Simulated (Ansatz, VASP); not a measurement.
## One calculation of HfN, two programs

INCAR

```
PREC = Accurate ; ENCUT = 520
EDIFF = 1E-8 ; ISMEAR = -1
SIGMA = 0.01 ; LREAL = F
LASPH = T ; NELM = 120
ALGO = Normal ; ISIF = 2
LWAVE = F ; LCHARG = F
GGA = PS ; LEFG = T
NBANDS = 14 ; GGA_COMPAT = F
```

KPOINTS

```
Automatic mesh
0
Gamma
  10 10 10
```

POSCAR

```
HfN
1.0
    0.0000000000      2.2590000000      2.3041800000
    2.2590000000      0.0000000000      2.3041800000
    2.2590000000      2.2590000000      0.0000000000
Hf N
1 1
Direct
    0.0000000000      0.0000000000      0.0000000000
    0.5000000000      0.5000000000      0.5000000000
```

Input for Ansatz:

```yaml
crystal:
  lattice:
    - [0.0, 2.259, 2.30418]
    - [2.259, 0.0, 2.30418]
    - [2.259, 2.259, 0.0]
  atoms:
    - { symbol: Hf, position: [0.0, 0.0, 0.0] }
    - { symbol: "N", position: [0.5, 0.5, 0.5] }
kpoints:
  mp_grid: { grid: [10, 10, 10] }
scf:
  occupations: { method: fermi_dirac, width: 0.01 }
hamiltonian:
  xc: pbesol
  pseudopotentials: { kind: all_electron, datasets: crystal }
output:
  forces: true
  stress: true
  eigenvalues: true
  efg: { contact_densities: true }
```

Change from the starting cell: zz strain of +2 %, crystal datasets.

Alike in both runs: task electric field gradients; functional PBEsol; k mesh 10 × 10 × 10; occupations fermi-dirac, width 0.01 eV; no spin polarisation.

```csv
,VASP,Ansatz
version,VASP 6.6.1,Ansatz 0.2.0
potentials or method,"VASP PAW PBE potentials, release 64 (Hf_pv, N), cutoff 520 eV","all-electron PAW with datasets made for the crystal, scalar-relativistic"
```

```tsv
	VASP	Ansatz	Ansatz less VASP
pressure (GPa)	-10.1	-7.9	+2.14
traceless stress, the component that is largest in VASP (GPa)	-4.73	-4.75	-0.022
size of Vzz on the site where it differs most (V/Å²)	70.7	82.2	+11.44
```

VASP's potentials were made for PBE, not for PBEsol. Ansatz ran all-electron here, and VASP with PAW potentials.

Spin-orbit coupling is off throughout.
